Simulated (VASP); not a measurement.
A run of VASP 6.6.1 is set up as follows.

The input INCAR:

```
SYSTEM = H2C5
ALGO     = Normal         ! electronic algorithm
EDIFF    = 1E-7           ! SCF threshold, eV
ENCUT    = 520            ! plane-wave cutoff, eV
GGA      = PE             ! functional
ISIF     = 2              ! what is computed and relaxed
ISMEAR   = -1             ! smearing method
LASPH    = .TRUE.         ! aspherical terms in the spheres
LCHARG   = .TRUE.         ! write CHGCAR
LELF     = .TRUE.         ! ELF
LREAL    = Auto         
LVHAR    = .TRUE.       
LWAVE    = .FALSE.        ! write WAVECAR
NBANDS   = 64             ! bands
NELM     = 100            ! most SCF steps
PREC     = Accurate       ! precision mode
SIGMA    = 0.002          ! smearing width, eV
```

KPOINTS

```
k-points
0
G
  2 2 1
  0 0 0
```

File POSCAR:

```
H2C5
1.0
    5.0487420000      0.0000000000      0.0000000000
    0.0000000000      5.0487420000      0.0000000000
    0.0000000000      0.0000000000     15.1647000000
H C
8 20
Direct
    0.4277897346      0.0000000000      0.0659426167
    0.0722160095      0.0000000000      0.0659426167
    0.9277954786      0.0000000000      0.0659426167
    0.5722217535      0.0000000000      0.0659426167
    0.4277897346      0.5000057440      0.0659426167
    0.0722160095      0.5000057440      0.0659426167
    0.9277954786      0.5000057440      0.0659426167
    0.5722217535      0.5000057440      0.0659426167
    0.2500028720      0.0000000000      0.1077963956
    0.7500086160      0.0000000000      0.1077963956
    0.2500028720      0.5000057440      0.1077963956
    0.7500086160      0.5000057440      0.1077963956
    0.2500028720      0.2500028720      0.1666501810
    0.7500086160      0.2500028720      0.1666501810
    0.2500028720      0.7500086160      0.1666501810
    0.7500086160      0.7500086160      0.1666501810
    0.0018222361      0.2373660607      0.2172149795
    0.5005207238      0.2487352295      0.2146234347
   -0.0064570541      0.7387780956      0.2309772036
    0.4911520533      0.7398278621      0.2304364742
   -0.0013468702     -0.0008913111      0.2844368830
    0.4902607422      0.0025947058      0.2836521659
    0.0031294925      0.4748113490      0.2829465799
    0.5086613655      0.4679383498      0.2877801737
    0.2368510809      0.1027384644      0.3297922148
    0.7389761648      0.1141076331      0.3268313913
    0.2425356653      0.3818971142      0.3323441941
    0.7479090831      0.3789458839      0.3340257308
```

Potentials or basis: VASP PAW PBE potentials, release 64 (H, C).

Run with:

```bash
$ cat potpaw_PBE.64/H/POTCAR potpaw_PBE.64/C/POTCAR > POTCAR
$ mpirun -np 1 vasp_std > vasp.out
```

Question: What does it give for the largest force?

Answer: 8.958 eV/Å.

Question: Predict the band gap on the k mesh.

Answer: 0.91 eV.

Forces in eV/Å, atoms in the order of the input:
```
H   -8.932 -0.108  0.040
H    8.940 -0.094  0.083
H   -8.954 -0.068  0.051
H    8.953 -0.124  0.040
H   -8.940  0.008  0.075
H    8.951  0.060  0.022
H   -8.931  0.056  0.031
H    8.958  0.015  0.066
C    0.125 -0.286  0.719
C   -0.029 -0.290  0.691
C   -0.269  0.280  0.653
C    0.175  0.262  0.719
C    0.006 -0.351 -5.105
C    0.520 -0.482 -5.085
C   -0.645 -0.997  0.562
C   -0.710 -0.744  0.655
C   -0.666  1.273  1.003
C   -0.508 -0.556  3.176
C    0.792  0.595 -0.336
C    1.502  0.469  0.690
C   -1.527  1.680  0.804
C    0.342  1.561  0.977
C   -1.127 -0.859  1.544
C   -3.015  1.300 -0.819
C    1.636  0.406 -0.033
C    1.073 -3.242  0.248
C    1.311 -1.029 -0.625
C    0.969  1.262 -0.846
```

Caveat: the k points lie up to 0.62 Å⁻¹ apart; the atoms stand as in a frame of molecular dynamics; there is no dipole correction, which matters where the two faces differ.
